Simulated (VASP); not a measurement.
# Ti (Fmmm) in VASP: single point with PBE

Aim: the single point of Ti with PBE.

Program: VASP 6.6.1. These are calculated values, not measurements. Logs are shortened: lines on timing, memory, paths and dates and some standing lists are left out, and cuts for length are marked.

## 1. The cell of the first run

It takes space group Fmmm (No. 69, orthorhombic). The conventional cell has a = 3.255 Å, b = 4.435 Å, c = 4.772 Å, α = 90.00°, β = 90.00°, γ = 90.00°. Ti (site symmetry mmm) has 14 Ti at 2.75 to 3.26 Å within 3.6 Å.

## 2. Single point, PBE (engineering shear strain xy -0.0733, normal strain along z +0.0000)

INCAR reads:

```
SYSTEM = Ti
PREC = Accurate
ENCUT = 520
EDIFF = 1E-6
ISMEAR = 0
SIGMA = 0.15
LREAL = .False.
LASPH = .True.
NELM = 100
ALGO = Fast
ISIF = 2
LWAVE = .False.
LCHARG = .True.
GGA = PE
LELF = .True.
LVHAR = .True.
NBANDS = 12
```

KPOINTS reads:

```
regular mesh
0
Gamma
  20 20 20
  0 0 0
```

POSCAR reads:

```
Ti
1.0
   -1.6872708295      1.6872708295      1.6276186075
    1.6872708295     -1.6872708295      1.6276186075
    1.5679663855      1.5679663855     -1.6276186075
Ti
1
Direct
    0.0000000000      0.0000000000      0.0000000000
```

Potentials or basis: VASP PAW PBE potentials, release 64 (Ti_sv).

Started as:

```
$ cat potpaw_PBE.64/Ti_sv/POTCAR > POTCAR
$ mpirun -np 1 vasp_std > vasp.out
```

OUTCAR:

```text
SYSTEM = Ti
   PREC = Accurate
   ENCUT = 520
   EDIFF = 1E-6
   ISMEAR = 0
   LREAL = .False.
   LASPH = .True.
   NELM = 100
   ISIF = 2
   GGA = PE

 ion  position               nearest neighbor table
   1  0.000  0.000  0.000-

  LATTYP: Found a face centered orthorhombic cell.
 ALAT       =     3.2552372150
 B/A-ratio  =     1.3623826353
 C/A-ratio  =     1.4660444895

  Lattice vectors:

 A1 = (  -0.1193044440,   3.2552372150,   0.0000000000)
 A2 = (  -1.6872708295,   1.6872708295,   1.6276186075)
 A3 = (   1.5679663855,   1.5679663855,   1.6276186075)

Analysis of symmetry for initial positions (statically):
=====================================================================
 Subroutine PRICEL returns:
 Original cell was already a primitive cell.

 Routine SETGRP: Setting up the symmetry group for a
 face centered orthorhombic supercell.

 Subroutine GETGRP returns: Found  8 space group operations
 (whereof  8 operations were pure point group operations)
 out of a pool of  8 trial point group operations.

The static configuration has the point symmetry D_2h.

Analysis of symmetry for dynamics (positions and initial velocities):
=====================================================================
 Subroutine PRICEL returns:
 Original cell was already a primitive cell.

 Routine SETGRP: Setting up the symmetry group for a
 face centered orthorhombic supercell.

 Subroutine GETGRP returns: Found  8 space group operations
 (whereof  8 operations were pure point group operations)
 out of a pool of  8 trial point group operations.

The dynamic configuration has the point symmetry D_2h.

 Subroutine INISYM returns: Found  8 space group operations
 (whereof  8 operations are pure point group operations),
 and found     1 'primitive' translations

----------------------------------------------------------------------------------------

                                     Primitive cell

  volume of cell :      17.2240

  direct lattice vectors                    reciprocal lattice vectors
    -1.687270830  1.687270830  1.627618608     0.011273924  0.307610464  0.307197274
     1.687270830 -1.687270830  1.627618608     0.307610464  0.011273924  0.307197274
     1.567966385  1.567966385 -1.627618608     0.318884387  0.318884387  0.000000000

  length of vectors
     2.888409257  2.888409257  2.750668919     0.434880977  0.434880977  0.450970625

  position of ions in fractional coordinates (direct lattice)
     0.000000000  0.000000000  0.000000000
[... 79 lines left out ...]
   NSW    =      0    number of steps for IOM
   IBRION =     -1    ionic relax: 0-MD 1-quasi-New 2-CG
   NFREE  =      0    steps in history (QN), initial steepest desc. (CG)
   ISIF   =      2    stress and relaxation
   ISYM   =      2    0-nonsym 1-usesym 2-fastsym
   POTIM  = 0.5000    time-step for ionic-motion
   TEBEG  =    0.0;   TEEND  =   0.0 temperature during run
   PSTRESS=    0.0 pullay stress
   NELECT =      12.0000    total number of electrons
   NUPDOWN=      -1.0000    fix difference up-down
   EMIN   =  10.00;   EMAX   =-10.00  energy-range for DOS
   EFERMI =   0.00;   METHOD = LEGACY
   ISMEAR =     0;   SIGMA  =   0.15  broadening in eV -4-tet -1-fermi 0-gaus
   EFERMI_NEDOS =   21; number of points for ismear=-14 and -15
   IALGO  =     68    algorithm
   IMIX   =      4    mixing-type and parameters
     AMIX     =   0.40;   BMIX     =  1.00
     AMIX_MAG =   1.60;   BMIX_MAG =  1.00
  volume/ion in A,a.u.               =      17.22       116.23
  Fermi-wavevector in a.u.,A,eV,Ry     =   1.451300  2.742559 28.657565  2.106272
  Thomas-Fermi vector in A             =   2.568813
   LORBIT       =      0    0 simple, 1 ext, 2 COOP (PROOUT), +10 PAW based schemes
   GGA     = PE    functional components
   LHFCALC =     F    Hartree Fock is set to
   AEXX    =    0.0000 exact exchange contribution
   IVDW    =     0    specifies the selected vdW correction
   LEPSILON=     F    determine dielectric tensor
   LRPA    =     F    only Hartree local field effects (RPA)
 non-spin polarized calculation
 RMM-DIIS sequential band-by-band and
 Gauss-broadening in eV      SIGMA  =   0.15
  energy-cutoff  :      520.00
  volume of cell :       17.22
 maximum number of plane-waves:       481
 NGX is ok and might be reduce to    24
   NGX = 11   NGY = 11   NGZ = 11

 number of electron      11.9999998 magnetization

 Free energy of the ion-electron system (eV)
  ---------------------------------------------------
  ext. energy  EPLUGINS =         0.00000000
  ---------------------------------------------------
  free energy    TOTEN  =        -7.72636417 eV

  energy without entropy =       -7.70023486  energy(sigma->0) =       -7.71329951

 E-fermi :   8.1666     XC(G=0): -11.5304

 val. band max:        8.1658541422   @ k =  -0.1000   0.5000   0.1500
 cond. band min:       8.1674783338   @ k =  -0.1500   0.3500   0.1000
 fundamental gap:      0.0016241915
 Fermi energy:         8.1666483461

 k-point     1 :       0.0000    0.0000    0.0000
  band No.  band energies     occupation
      1     -48.3434      2.00000
      2     -24.2369      2.00000
      3     -24.1832      2.00000
      4     -24.1329      2.00000
      5       2.2070      2.00000
      6       8.7969      0.00000
      7       9.0810      0.00000
      8       9.5309      0.00000
      9      10.9633      0.00000
     10      11.0370      0.00000
     11      24.8737      0.00000
     12      25.6844      0.00000
[... 331 lines left out ...]
 k-point    24 :      -0.3500    0.0500    0.0000
  band No.  band energies     occupation
      1     -48.2438      2.00000
      2     -24.6880      2.00000
      3     -24.3624      2.00000
      4     -24.1774      2.00000
      5       5.0168      2.00000
      6       8.0693      1.64124
      7       8.4639      0.00507
      8      10.7917      0.00000
      9      11.1700      0.00000
     10      11.4262      0.00000
     11      20.0491      0.00000
     12      22.5087      0.00000

 [... further k-points ...]
[... 5 lines left out ...]
  --------------------------------------------------------------------------------------
  -------------------------------------------------------------------------------------
  Total       -0.0270116     -0.0270116      0.0100662      0.2940538      0.0000000      0.0000000
  in kB       -2.5126220     -2.5126220      0.9363575     27.3528905      0.0000000      0.0000000
  external PRESSURE =      -1.3629622 kB  Pullay stress =       0.0000000 kB

 VOLUME and BASIS-vectors are now :
 -----------------------------------------------------------------------------
  energy-cutoff  :      520.00
  volume of cell :       17.22
      direct lattice vectors                 reciprocal lattice vectors
    -1.687270830  1.687270830  1.627618608     0.011273924  0.307610464  0.307197274
     1.687270830 -1.687270830  1.627618608     0.307610464  0.011273924  0.307197274
     1.567966385  1.567966385 -1.627618608     0.318884387  0.318884387  0.000000000

 POSITION                                       TOTAL-FORCE (eV/Angst)
 -----------------------------------------------------------------------------------
      0.00000      0.00000      0.00000        -0.000000      0.000000      0.000000
 -----------------------------------------------------------------------------------
    total drift:                                0.000000      0.000000     -0.000000

  FREE ENERGIE OF THE ION-ELECTRON SYSTEM (eV)
  ---------------------------------------------------
  free  energy   TOTEN  =        -7.7263641659 eV

  energy  without entropy=       -7.7002348584  energy(sigma->0) =       -7.71329951
```

OSZICAR:

```text
N       E                     dE             d eps       ncg     rms          rms(c)
DAV:   1     0.863689305700E+02    0.86369E+02   -0.65392E+03 28068   0.120E+03
DAV:   2    -0.437926306156E+01   -0.90748E+02   -0.88369E+02 28564   0.297E+02
DAV:   3    -0.864783139349E+01   -0.42686E+01   -0.42159E+01 39080   0.651E+01
[... 12 lines left out ...]
RMM:  16    -0.772635632869E+01   -0.76764E-05   -0.66316E-05 35437   0.375E-02    0.245E-03
RMM:  17    -0.772635968604E+01   -0.33573E-05   -0.31862E-05 31349   0.271E-02    0.732E-04
RMM:  18    -0.772636208620E+01   -0.24002E-05   -0.22056E-05 28118   0.181E-02    0.201E-03
RMM:  19    -0.772636339690E+01   -0.13107E-05   -0.12316E-05 25654   0.130E-02    0.276E-03
RMM:  20    -0.772636416592E+01   -0.76902E-06   -0.63473E-06 22980   0.968E-03
   1 F= -.77263642E+01 E0= -.77132995E+01  d E =-.261293E-01
```

stdout:

```text
POSCAR found type information on POSCAR Ti
 POSCAR found :  1 types and       1 ions
 scaLAPACK will be used
 LDA part: xc-table for (Slater+PW92), standard interpolation
 POSCAR, INCAR and KPOINTS ok, starting setup
 FFT: planning ... GRIDC
 FFT: planning ... GRID_SOFT
 FFT: planning ... GRID
 WAVECAR not read
 entering main loop
WARNING in EDDRMM: call to ZHEGV failed, returncode =   6  3      5
WARNING in EDDRMM: call to ZHEGV failed, returncode =   6  3      9
WARNING in EDDRMM: call to ZHEGV failed, returncode =   6  3      7
WARNING in EDDRMM: call to ZHEGV failed, returncode =   6  3      5
WARNING in EDDRMM: call to ZHEGV failed, returncode =   6  3      8
WARNING in EDDRMM: call to ZHEGV failed, returncode =   6  3     10
WARNING in EDDRMM: call to ZHEGV failed, returncode =   8  4      5
WARNING in EDDRMM: call to ZHEGV failed, returncode =   6  3      5
WARNING in EDDRMM: call to ZHEGV failed, returncode =   6  3      6
WARNING in EDDRMM: call to ZHEGV failed, returncode =   8  4      5
WARNING in EDDRMM: call to ZHEGV failed, returncode =   6  3      8
WARNING in EDDRMM: call to ZHEGV failed, returncode =   6  3      7
WARNING in EDDRMM: call to ZHEGV failed, returncode =   6  3      5
WARNING in EDDRMM: call to ZHEGV failed, returncode =   6  3      7
WARNING in EDDRMM: call to ZHEGV failed, returncode =   8  4      5
WARNING in EDDRMM: call to ZHEGV failed, returncode =   6  3     10
WARNING in EDDRMM: call to ZHEGV failed, returncode =   6  3      8
WARNING in EDDRMM: call to ZHEGV failed, returncode =   6  3      9
WARNING in EDDRMM: call to ZHEGV failed, returncode =   6  3      5
WARNING in EDDRMM: call to ZHEGV failed, returncode =   8  4      7
```

Wall time 4.1 min (1 thread of Intel Xeon 6975P-C, shared host); peak memory 0.34 GiB.

What came out:

| Quantity | Value |
| --- | --- |
| Free energy | -7.7264 eV |
| Pressure | -0.1 GPa |
| Band gap on the k mesh | zero (band 6 reaches 9.17 eV, above the bottom of band 7 at 7.58 eV) |

Levels at points of the mesh, in eV from the Fermi level:
```tsv
k point	band 4	band 5	band 6	band 7	band 8	band 9
(0.00, 0.00, 0.00)	-32.30	-5.96	0.63	0.91	1.36	2.80
(0.50, 0.00, 0.00)	-32.34	-2.46	-0.41	1.18	2.79	3.12
(0.50, 0.50, 0.00)	-32.32	-2.52	-0.53	0.67	2.99	3.36
(0.00, 0.00, 0.50)	-32.39	-2.44	-0.29	1.74	2.60	2.85
(0.50, 0.50, 0.50)	-32.75	-2.15	-2.10	3.64	3.94	4.29
```

Caveat: the cell differs from its parent crystal (engineering shear strain xy -0.0733, normal strain along z +0.0000).
